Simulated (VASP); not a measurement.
# B17HN18 (a cell with a defect) in VASP: electric field gradients with PBE

Aim: the electric field gradients of B17HN18 (a cell with a defect) with PBE.

Program: VASP 6.6.1. These are calculated values, not measurements. Logs are shortened: lines on timing, memory, paths and dates and some standing lists are left out, and cuts for length are marked.

## (1) The cell of the first run

The cell holds a defect, 36 atoms: a = 7.465 Å, b = 7.465 Å, c = 6.495 Å, α = 90.00°, β = 90.00°, γ = 120.00°.

## (2) Electric field gradients, PBE, collinear spin

The input, INCAR:

```
PREC = Accurate ; ENCUT = 520
EDIFF = 1E-8 ; ISMEAR = -1
SIGMA = 0.01 ; LREAL = Auto
LASPH = True ; NELM = 150
ALGO = Normal ; ISIF = 2
LWAVE = False ; LCHARG = False
ISPIN = 2 ; MAGMOM = 0 0 0 0.01 0 0 0 0 0 0 0 0 0 0 0.01 0 0 0.01 0 0.04 0 0.01 0 0 0 0.29 0 0.02 0 0 0 0.21 0 0.01 0 0
LORBIT = 11 ; NUPDOWN = 1.0
GGA = PE ; LEFG = True
NELECT = 143.0 ; NBANDS = 99
```

The input, KPOINTS:

```
Automatic mesh
0
Gamma
  1 1 1
  0.25 0.25 0.25
```

The input, POSCAR:

```
B17HN18
1.0
    7.4650312844      0.0000000000      0.0000000000
   -3.7325156422      6.4649067324      0.0000000000
    0.0000000000      0.0000000000      6.4954828762
B N H
17 18 1
Direct
    0.1112322385      0.2218659817      0.2500989940
    0.2220427522      0.1099420316      0.7500049558
    0.1109894937      0.5549086136      0.2500629311
    0.2263170553      0.4459366958      0.7499567421
    0.1109131914      0.8883598298      0.2500287826
    0.2218408633      0.7774308354      0.7498630971
    0.4446515993      0.2222019998      0.2499675036
    0.5543573905      0.1098369377      0.7501683584
    0.4446894088      0.5548733245      0.2500366978
    0.4445443886      0.8883811333      0.2501053637
    0.5577702364      0.7788007937      0.7499706536
    0.7777464304      0.2218813891      0.2500899817
    0.8900256464      0.1143629726      0.7498963814
    0.7772654283      0.5548587650      0.2501532223
    0.8849390075      0.4470327954      0.7498115461
    0.7776621953      0.8882081381      0.2500436573
    0.8872230719      0.7772067087      0.7495878278
    0.1122994644      0.2228224925      0.7497964903
    0.2217459786      0.1109749425      0.2501819737
    0.1114822106      0.5556256443      0.7499625762
    0.2217568080      0.4442861353      0.2499947215
    0.1111404062      0.8882478189      0.7497286399
    0.2218153008      0.7776635006      0.2500532684
    0.4384465969      0.2103517285      0.7505033801
    0.5551732151      0.1109860631      0.2499877248
    0.4431021792      0.5645468072      0.7503454152
    0.5550523946      0.4442125281      0.2500283040
    0.4445579789      0.8881720858      0.7498846548
    0.5552206806      0.7777482368      0.2501887841
    0.7776228003      0.2232600478      0.7500722220
    0.8885017306      0.1110396400      0.2500826396
    0.7852922199      0.5633546232      0.7491594557
    0.8884800300      0.4443085300      0.2501967028
    0.7805494406      0.8933907244      0.7498499702
    0.8884808799      0.7777436557      0.2498503042
    0.5228555670      0.3707484095      0.7502860763
```

Potentials or basis: VASP PAW PBE potentials, release 64 (B, N, H).

Launch:

```sh
cat potpaw_PBE.64/B/POTCAR potpaw_PBE.64/N/POTCAR potpaw_PBE.64/H/POTCAR > POTCAR
mpirun -np 1 vasp_std > vasp.out
```

OUTCAR:

```text
PREC = Accurate
   ENCUT = 520
   EDIFF = 1E-8
   ISMEAR = -1
   LREAL = Auto
   LASPH = True
   NELM = 150
   ISIF = 2
   ISPIN = 2
   LORBIT = 11
   NUPDOWN = 1.0
   GGA = PE
   NELECT = 143.0

 ion  position               nearest neighbor table
   1  0.111  0.222  0.250-  19 1.43  21 1.44  31 1.44
   2  0.222  0.110  0.750-  24 1.40  22 1.43  18 1.44
   3  0.111  0.555  0.250-  21 1.43  33 1.44  23 1.44
   4  0.226  0.446  0.750-  26 1.40  18 1.44  20 1.45
   5  0.111  0.888  0.250-  23 1.43  35 1.44  19 1.44
   6  0.222  0.777  0.750-  22 1.43  20 1.43  28 1.44
[... 17 lines left out ...]
  24  0.438  0.210  0.751-  36 1.04   2 1.40   8 1.40
  25  0.555  0.111  0.250-   7 1.43  12 1.44  10 1.44
  26  0.443  0.565  0.750-  11 1.39   4 1.40
  27  0.555  0.444  0.250-   9 1.43   7 1.44  14 1.44
  28  0.445  0.888  0.750-   8 1.43  11 1.44   6 1.44
  29  0.555  0.778  0.250-  10 1.43  16 1.44   9 1.44
  30  0.778  0.223  0.750-  13 1.43   8 1.44  15 1.45
  31  0.889  0.111  0.250-  12 1.43   1 1.44  16 1.44
  32  0.785  0.563  0.749-  17 1.38  15 1.40
  33  0.888  0.444  0.250-  14 1.43  12 1.44   3 1.44
  34  0.781  0.893  0.750-  13 1.43  11 1.44  17 1.44
  35  0.888  0.778  0.250-  16 1.43   5 1.44  14 1.44
  36  0.523  0.371  0.750-  24 1.04

  LATTYP: Found a hexagonal cell.
 ALAT       =     7.4650312844
 C/A-ratio  =     0.8701213202

  Lattice vectors:

 A1 = (   7.4650312844,   0.0000000000,   0.0000000000)
 A2 = (  -3.7325156422,   6.4649067324,   0.0000000000)
 A3 = (   0.0000000000,   0.0000000000,   6.4954828762)

Analysis of symmetry for initial positions (statically):
=====================================================================
 Subroutine PRICEL returns:
 Original cell was already a primitive cell.

 Routine SETGRP: Setting up the symmetry group for a
 hexagonal supercell.

 Subroutine GETGRP returns: Found  1 space group operations
 (whereof  1 operations were pure point group operations)
 out of a pool of 24 trial point group operations.

The static configuration has the point symmetry C_1 .

Analysis of symmetry for dynamics (positions and initial velocities):
=====================================================================
 Subroutine PRICEL returns:
 Original cell was already a primitive cell.

 Routine SETGRP: Setting up the symmetry group for a
 hexagonal supercell.

 Subroutine GETGRP returns: Found  1 space group operations
 (whereof  1 operations were pure point group operations)
 out of a pool of 24 trial point group operations.

The dynamic configuration has the point symmetry C_1 .

Analysis of structural, dynamic, and magnetic symmetry:
=====================================================================
 Subroutine PRICEL returns:
 Original cell was already a primitive cell.

 Routine SETGRP: Setting up the symmetry group for a
 hexagonal supercell.

 Subroutine GETGRP returns: Found  1 space group operations
 (whereof  1 operations were pure point group operations)
 out of a pool of 24 trial point group operations.

The overall configuration has the point symmetry C_1 .

 Subroutine INISYM returns: Found  1 space group operations
 (whereof  1 operations are pure point group operations),
 and found     1 'primitive' translations

----------------------------------------------------------------------------------------

                                     Primitive cell

  volume of cell :     313.4768

  direct lattice vectors                    reciprocal lattice vectors
     7.465031284  0.000000000  0.000000000     0.133957911  0.077340636  0.000000000
    -3.732515642  6.464906732  0.000000000     0.000000000  0.154681273  0.000000000
     0.000000000  0.000000000  6.495482876     0.000000000  0.000000000  0.153953142

  length of vectors
     7.465031284  7.465031284  6.495482876     0.154681273  0.154681273  0.153953142

  position of ions in fractional coordinates (direct lattice)
     0.111232239  0.221865982  0.250098994
     0.222042752  0.109942032  0.750004956
     0.110989494  0.554908614  0.250062931
     0.226317055  0.445936696  0.749956742
     0.110913191  0.888359830  0.250028783
     0.221840863  0.777430835  0.749863097
[... 28 lines left out ...]
     0.888480880  0.777743656  0.249850304
[... 126 lines left out ...]
  volume of cell :      313.48
 maximum number of plane-waves:      8452
   NGX = 27   NGY = 27   NGZ = 25

 number of electron     142.9999999 magnetization       1.0000007

 Free energy of the ion-electron system (eV)
  ---------------------------------------------------
  ext. energy  EPLUGINS =         0.00000000
  ---------------------------------------------------
  free energy    TOTEN  =      -303.03743153 eV

  energy without entropy =     -303.03743153  energy(sigma->0) =     -303.03743153

 E-fermi :   3.1561     XC(G=0): -10.2178

 val. band max:        2.9259120482   @ k =   0.2500   0.5000   0.2500
 cond. band min:       3.6702361490   @ k =   0.5000   0.2500   0.2500
 fundamental gap:      0.7443241008
 Fermi energy:         3.1628080042

 spin component 1

 k-point     1 :       0.2500    0.2500    0.2500
  band No.  band energies     occupation
      1     -15.4841      1.00000
      2     -14.9801      1.00000
      3     -14.9452      1.00000
      4     -14.6419      1.00000
      5     -14.2006      1.00000
      6     -13.7975      1.00000
[... 505 lines left out ...]
     82       9.1003      0.00000
     83       9.2415      0.00000
 Fermi energy:         3.1561285115

 spin component 2

 k-point     1 :       0.2500    0.2500    0.2500
  band No.  band energies     occupation
      1     -15.4835      1.00000
      2     -14.9794      1.00000
      3     -14.9449      1.00000
      4     -14.5999      1.00000
      5     -14.1459      1.00000
      6     -13.7017      1.00000
[... 505 lines left out ...]
     82       9.1144      0.00000
     83       9.2585      0.00000
 [bands above 83 left out]

------------------------ aborting loop because EDIFF is reached ----------------------------------------

  FORCE on cell =-STRESS in cart. coord.  units (eV):
  Direction    XX          YY          ZZ          XY          YZ          ZX
  --------------------------------------------------------------------------------------
  -------------------------------------------------------------------------------------
  Total       30.1675839     37.0599807     14.2231009     -1.0187981     -0.0002313      0.0012207
  in kB      154.1862953    189.4132836     72.6941621     -5.2070695     -0.0011823      0.0062388
  external PRESSURE =     138.7645803 kB  Pullay stress =       0.0000000 kB

 VOLUME and BASIS-vectors are now :
 -----------------------------------------------------------------------------
  energy-cutoff  :      520.00
  volume of cell :      313.48
      direct lattice vectors                 reciprocal lattice vectors
     7.465031284  0.000000000  0.000000000     0.133957911  0.077340636  0.000000000
    -3.732515642  6.464906732  0.000000000     0.000000000  0.154681273  0.000000000
     0.000000000  0.000000000  6.495482876     0.000000000  0.000000000  0.153953142

 POSITION                                       TOTAL-FORCE (eV/Angst)
 -----------------------------------------------------------------------------------
      0.00223      1.43434      1.62451        -0.185051      0.108439     -0.000490
      1.24720      0.71076      4.87164         0.026379     -0.090076     -0.000481
     -1.24267      3.58743      1.62428        -0.181116      0.109660      0.000915
      0.02500      2.88294      4.87133         0.132442      0.073161      0.005805
     -2.48785      5.74316      1.62406        -0.182858      0.111704      0.000154
     -1.24572      5.02602      4.87072         0.208537     -0.133660      0.000461
[... 28 lines left out ...]
      3.72960      5.02804      1.62290         0.189224     -0.113778      0.006703
      2.51931      2.39685      4.87347        -0.105388     -0.083031      0.002897
 -----------------------------------------------------------------------------------
    total drift:                                0.004338     -0.000557     -0.000481

  FREE ENERGIE OF THE ION-ELECTRON SYSTEM (eV)
  ---------------------------------------------------
  free  energy   TOTEN  =      -303.0374315267 eV

  energy  without entropy=     -303.0374315267  energy(sigma->0) =     -303.03743153

 Electric field gradients (V/A^2)
---------------------------------------------------------------------
 ion       V_xx      V_yy      V_zz      V_xy      V_xz      V_yz
---------------------------------------------------------------------
   1     -17.442   -17.310    34.752     0.534    -0.012     0.020
   2     -18.507   -15.791    34.297    -1.953    -0.097    -0.063
   3     -17.882   -17.103    34.985     0.388     0.028     0.008
   4     -16.006   -16.761    32.767    -3.382    -0.033    -0.045
   5     -17.739   -17.230    34.969     0.215    -0.026    -0.033
   6     -16.502   -17.144    33.646     0.508    -0.024     0.020
[... 28 lines left out ...]
  35       0.992     0.706    -1.698     0.205    -0.007    -0.025
  36     -11.181    25.467   -14.286     0.703     0.009    -0.037
---------------------------------------------------------------------

 Electric field gradients after diagonalization (V/A^2)
 (convention: |V_zz| > |V_xx| > |V_yy|)
----------------------------------------------------------------------
 ion       V_xx      V_yy      V_zz     asymmetry (V_yy - V_xx)/ V_zz
----------------------------------------------------------------------
   1     -17.915   -16.838    34.752       0.031
   2     -19.527   -14.770    34.298       0.139
   3     -18.042   -16.943    34.985       0.031
   4     -19.787   -12.980    32.767       0.208
   5     -17.818   -17.151    34.969       0.019
   6     -17.424   -16.222    33.646       0.036
[... 28 lines left out ...]
  35       1.098     0.599    -1.698       0.294
  36     -14.286   -11.194    25.480       0.121
----------------------------------------------------------------------

           NMR quadrupolar parameters

 Cq : quadrupolar parameter    Cq=e*Q*V_zz/h
 eta: asymmetry parameters     (V_yy - V_xx)/ V_zz
 Q  : nuclear electric quadrupole moment in mb (millibarn)
----------------------------------------------------------------------
 ion       Cq(MHz)       eta       Q (mb)
----------------------------------------------------------------------
   1       0.084       0.031       1.000
   2       0.083       0.139       1.000
   3       0.085       0.031       1.000
   4       0.079       0.208       1.000
   5       0.085       0.019       1.000
   6       0.081       0.036       1.000
[... 28 lines left out ...]
  35      -0.004       0.294       1.000
  36       0.062       0.121       1.000
----------------------------------------------------------------------

 total charge

# of ion       s       p       d       tot
------------------------------------------
    1        0.759   1.456   0.000   2.215
    2        0.770   1.498   0.000   2.268
    3        0.758   1.454   0.000   2.212
    4        0.760   1.472   0.000   2.232
    5        0.758   1.454   0.000   2.213
    6        0.761   1.470   0.000   2.231
[... 28 lines left out ...]
   35        1.232   2.818   0.000   4.050
   36        0.594   0.103   0.000   0.698
--------------------------------------------------
tot         35.774  75.430   0.000 111.204

 magnetization (x)

# of ion       s       p       d       tot
------------------------------------------
    1       -0.000  -0.000   0.000  -0.000
    2        0.001   0.004   0.000   0.005
    3        0.000  -0.000   0.000  -0.000
    4        0.004   0.010   0.000   0.014
    5        0.000  -0.000   0.000  -0.000
    6       -0.001  -0.002   0.000  -0.003
[... 28 lines left out ...]
   35       -0.000  -0.000   0.000  -0.000
   36        0.000   0.002   0.000   0.002
--------------------------------------------------
tot          0.076   0.713   0.000   0.789
```

It took 13 min on 1 thread of Intel Xeon Platinum 8488C (Sapphire Rapids), shared host; peak memory 0.63 GiB.

What came out:

- Free energy: -303.0374 eV
- Largest force: 0.341 eV/Å
- Net moment: 1.00 μB per cell
- Site moments: B -0.00, +0.01, +0.00, +0.02 (each value once); N +0.01, -0.00, +0.04, +0.02, +0.35, +0.03, +0.30 (each value once); H +0.00 μB
- Largest electric field gradient by atom: B +34.8, +34.3, +35.0, +32.8, +33.6, +35.1, +35.3, +33.9, +32.7, +34.0 (each value once); N -2.1, -1.5, +3.6, -2.3, -1.6, +2.2, +24.5, -2.9, -2.6, -1.7, -2.0, -0.9, +14.7, +3.2 (each value once); H +25.5 V/Å²
- Valence electrons inside the program's atomic spheres: B 2.21, 2.27, 2.23, 2.28, 2.24, 2.22 (each value once); N 4.04, 4.05, 4.02, 4.09, 3.90, 3.92 (each value once); H 0.70

Forces in eV/Å, atoms in the order of the input:
```
B   -0.185  0.108  0.000
B    0.026 -0.090  0.000
B   -0.181  0.110  0.001
B    0.132  0.073  0.006
B   -0.183  0.112  0.000
B    0.209 -0.134  0.000
B   -0.190  0.109  0.006
B    0.073 -0.135 -0.001
B   -0.188  0.107  0.000
B   -0.184  0.109 -0.002
B    0.134 -0.218  0.002
B   -0.190  0.106  0.000
B    0.205 -0.087  0.000
B   -0.196  0.109 -0.006
B    0.341 -0.011 -0.003
B   -0.191  0.109 -0.001
B    0.034  0.058  0.001
N   -0.136  0.056  0.002
N    0.189 -0.110 -0.007
N   -0.331 -0.046 -0.003
N    0.186 -0.104  0.002
N   -0.187  0.056  0.003
N    0.182 -0.108 -0.001
N    0.102  0.107 -0.003
N    0.191 -0.107  0.002
N    0.143  0.071 -0.004
N    0.196 -0.111  0.000
N   -0.166  0.153  0.003
N    0.183 -0.108 -0.004
N   -0.174  0.080  0.000
N    0.182 -0.108 -0.001
N   -0.182  0.077  0.002
N    0.185 -0.112 -0.004
N   -0.114  0.074 -0.001
N    0.189 -0.114  0.007
H   -0.105 -0.083  0.003
```

Electric field gradients, principal values (V/Å²):
| atom | least | middle | greatest (by size) |
| --- | --- | --- | --- |
| 1 B | -16.838 | -17.915 | 34.752 |
| 2 B | -14.770 | -19.527 | 34.298 |
| 3 B | -16.943 | -18.042 | 34.985 |
| 4 B | -12.980 | -19.787 | 32.767 |
| 5 B | -17.151 | -17.818 | 34.969 |
| 6 B | -16.222 | -17.424 | 33.646 |
| 7 B | -16.982 | -18.103 | 35.085 |
| 8 B | -14.442 | -19.850 | 34.292 |
| 9 B | -16.639 | -18.612 | 35.251 |
| 10 B | -16.863 | -18.099 | 34.962 |
| 11 B | -12.738 | -21.170 | 33.908 |
| 12 B | -17.105 | -17.649 | 34.754 |
| 13 B | -16.996 | -18.032 | 35.028 |
| 14 B | -17.178 | -18.096 | 35.274 |
| 15 B | -11.595 | -21.124 | 32.718 |
| 16 B | -16.736 | -18.052 | 34.788 |
| 17 B | -11.913 | -22.111 | 34.024 |
| 18 N | 0.547 | 1.579 | -2.126 |
| 19 N | 0.523 | 0.929 | -1.452 |
| 20 N | -0.717 | -2.915 | 3.632 |
| 21 N | 0.608 | 0.925 | -1.533 |
| 22 N | 0.279 | 1.998 | -2.277 |
| 23 N | 0.694 | 0.956 | -1.650 |
| 24 N | -0.099 | -2.120 | 2.219 |
| 25 N | 0.421 | 1.062 | -1.483 |
| 26 N | -7.546 | -16.910 | 24.456 |
| 27 N | 1.242 | 1.642 | -2.883 |
| 28 N | 0.874 | 1.731 | -2.604 |
| 29 N | 0.694 | 1.007 | -1.701 |
| 30 N | 0.592 | 1.439 | -2.031 |
| 31 N | 0.335 | 0.579 | -0.915 |
| 32 N | -0.028 | -14.668 | 14.696 |
| 33 N | 0.432 | 1.135 | -1.566 |
| 34 N | -1.199 | -2.029 | 3.228 |
| 35 N | 0.599 | 1.098 | -1.698 |
| 36 H | -11.194 | -14.286 | 25.480 |

Caveat: the k points lie up to 0.49 Å⁻¹ apart; the cell carries a net charge on a neutralising background, which shifts energy and pressure; the cell is charged against a uniform background, so pressure and absolute levels hang on convention; without QUAD_EFG the Cq values of the log hold for a quadrupole moment of 1 mb, not for the nuclei; the total moment is fixed, so each spin has its own Fermi level and the state may be an excited one.
